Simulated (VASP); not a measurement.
**Mg: vibrations by perturbation theory with PBEsol**

The system is Mg.

```
Mg
1.0
     3.18684    0.00000    0.00000
    -1.59342    2.75988    0.00000
     0.00000    0.00000    5.13050
Mg
2
Direct
  0.33333 0.66667 0.25000
  0.66667 0.33333 0.75000
```

```yaml
Program: VASP 6.6.1
Task: vibrations by perturbation theory
Functional: PBEsol
Potentials_or_basis: VASP PAW PBE potentials, release 64 (Mg)
Cutoff: 520 eV
k_mesh: 15 × 15 × 8
Occupations: fermi-dirac, width 0.15 eV
Spin: no spin polarisation
Dipole_correction: no
Further_INCAR_settings: ALGO = Normal; EDIFF = 1e-08; NBANDS = 9; IBRION = 8; NSW = 1
```

- Highest phonon frequency at Γ: 255 cm⁻¹

Phonon frequencies in cm⁻¹ (negative: imaginary):
```csv
q point,frequencies
"(0.000, 0.000, 0.000)",0 0 0 129 129 255
```

Run time: 7.1 min on 1 thread of Intel Xeon 6975P-C, with other jobs on the host, peak memory 0.55 GiB.
